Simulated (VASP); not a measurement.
Crystal: SrTe.

```
Sr Te
1.0
     0.00000    3.35950    3.35950
     3.35950    0.00000    3.35950
     3.35950    3.35950    0.00000
Sr Te
1 1
Direct
  0.00000 0.00000 0.00000
  0.50000 0.50000 0.50000
```

```yaml
Program: VASP 6.6.1
Task: relaxation of cell and atoms
Functional: LDA
Potentials_or_basis: VASP PAW LDA potentials, release 64 (Sr_sv, Te)
Cutoff: 500 eV
k_mesh: 6 × 6 × 6
Occupations: fermi-dirac, width 0.02 eV
Spin: no spin polarisation
```

At the start: pressure -2.7 GPa; volume 37.92 Å³/atom.

Problem. Where does the relaxation end?

Solution. Over 3 steps the energy falls by 27.5 meV/atom and the volume is 34.90 Å³/atom (-8.0 %); space group Fm-3m (No. 225, to 0.05 Å).

The path:
```
step  energy change (eV)  largest force (eV/Å)  pressure (GPa)  volume (Å³)
   1              0.0000                0.0000           -2.73        75.83
   2             -0.0537                0.0000            0.49        68.97
   3             -0.0550                0.0000            0.00        69.80
```

Final structure:
```
Sr Te
1.0
     0.00000    3.26800    3.26800
     3.26800    0.00000    3.26800
     3.26800    3.26800    0.00000
Sr Te
1 1
Direct
  0.00000 0.00000 0.00000
  0.50000 0.50000 0.50000
```
